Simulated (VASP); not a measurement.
A run of VASP 6.6.1 is set up as follows.

Contents of INCAR:

```
ALGO = Normal
EDIFF = 1E-7
ENCUT = 520
GGA = PE
ISIF = 2
ISMEAR = 0
LASPH = T
LCHARG = T
LELF = T
LREAL = Auto
LVHAR = T
LWAVE = F
NBANDS = 43
NELECT = 56.0
NELM = 100
PREC = Accurate
SIGMA = 0.05
```

Contents of KPOINTS:

```
k-points
0
Gamma
  6 6 6
```

File POSCAR:

```
Si8C7
1.0
   -4.3794502696     -4.3794502696      0.0000000000
    0.0000000000     -4.3794502696      4.3794502696
   -4.3794502696      0.0000000000      4.3794502696
Si C
8 7
Direct
    0.5000000000      0.5000000000      0.0000000000
    0.0000000000      0.5000000000      0.0000000000
    0.5000000000      0.0000000000      0.0000000000
    0.0000000000      0.0000000000      0.0000000000
    0.5000000000      0.5000000000      0.5000000000
    0.0000000000      0.5000000000      0.5000000000
    0.5000000000      0.0000000000      0.5000000000
    0.0000000000      0.0000000000      0.5000000000
    0.9375000000      0.3548174789      0.3951825211
    0.3750000000      0.8750000000      0.3750000000
    0.8750000000      0.8750000000      0.3750000000
    0.3750000000      0.3750000000      0.8750000000
    0.8750000000      0.3750000000      0.8750000000
    0.3750000000      0.8750000000      0.8750000000
    0.8750000000      0.8750000000      0.8750000000
```

Potentials or basis: VASP PAW PBE potentials, release 64 (Si, C).

Launch:

```sh
$ cat potpaw_PBE.64/Si/POTCAR potpaw_PBE.64/C/POTCAR > POTCAR
$ mpirun -np 1 vasp_std > vasp.out
```

Question: Estimate the largest force.

Answer: 9.483 eV/Å.

Forces on the atoms (eV/Å):
```
Si   0.838 -1.286 -1.047
Si  -0.597  0.147  0.167
Si   0.184  0.199  0.239
Si  -0.101 -0.207  0.152
Si  -1.269 -1.210  0.701
Si  -2.433 -3.184  6.334
Si  -1.275  0.916 -1.058
Si  -0.425  0.170 -0.580
C    6.429  4.534 -5.296
C    0.017 -0.175 -0.620
C    0.008 -0.654  0.278
C   -0.213  0.296 -0.301
C   -0.921  0.125  0.586
C    0.089  0.030  0.377
C   -0.331  0.298  0.067
```

Caveat: the cell carries a net charge on a neutralising background, which shifts energy and pressure; the cell differs from its parent crystal (atoms taken out, atom 9 moved -0.125 of the way to it and -0.125 Å across, host rigid).
